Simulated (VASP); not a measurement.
Here is a VASP 6.6.1 calculation.

POSCAR

```
Li2S
1.0
    0.0000000000      2.8363004917      2.8363004917
    2.8363004917      0.0000000000      2.8363004917
    2.8363004917      2.8363004917      0.0000000000
Li S
2 1
Direct
    0.2500000000      0.2500000000      0.2500000000
    0.7500000000      0.7500000000      0.7500000000
    0.0000000000      0.0000000000      0.0000000000
```

INCAR.step1

```
SYSTEM = Li2S
ALGO = Normal
EDIFF = 1E-5
ENCUT = 650
GGA = PE
GGA_COMPAT = .FALSE.
ISIF = 2
ISMEAR = -1
LASPH = .TRUE.
LCHARG = .FALSE.
LREAL = .FALSE.
LWAVE = .TRUE.
NBANDS = 13
NELM = 120
PREC = Accurate
SIGMA = 0.02
```

Contents of INCAR.step2:

```
SYSTEM = Li2S
ALGO = Normal
EDIFF = 1E-6
ENCUT = 650
GGA = PE
GGA_COMPAT = .FALSE.
HFSCREEN = 0.2079
ISIF = 2
ISMEAR = -1
ISTART = 1
LASPH = .TRUE.
LCHARG = .FALSE.
LHFCALC = .TRUE.
LREAL = .FALSE.
LWAVE = .FALSE.
NBANDS = 13
NELM = 120
PREC = Accurate
PRECFOCK = Normal
SIGMA = 0.02
```

The input KPOINTS:

```
k-points
0
G
  6 6 6
  0 0 0
```

Potentials or basis: VASP PAW PBE potentials, release 64 (Li_sv, S).

Run with:

```console
$ cat potpaw_PBE.64/Li_sv/POTCAR potpaw_PBE.64/S/POTCAR > POTCAR
$ cp INCAR.step1 INCAR
$ mpirun -np 1 vasp_std > vasp.out
$ cp INCAR.step2 INCAR
$ mpirun -np 1 vasp_std > vasp.out
```

Question: Estimate the pressure.

Answer: -0.2 GPa.

Question: What does it give for the band gap on the k mesh?

Answer: 4.32 eV (least direct gap 5.40 eV).

Caveat: the PAW data sets were made with another functional, which shifts forces and pressure a little. A k mesh can miss the band edges.
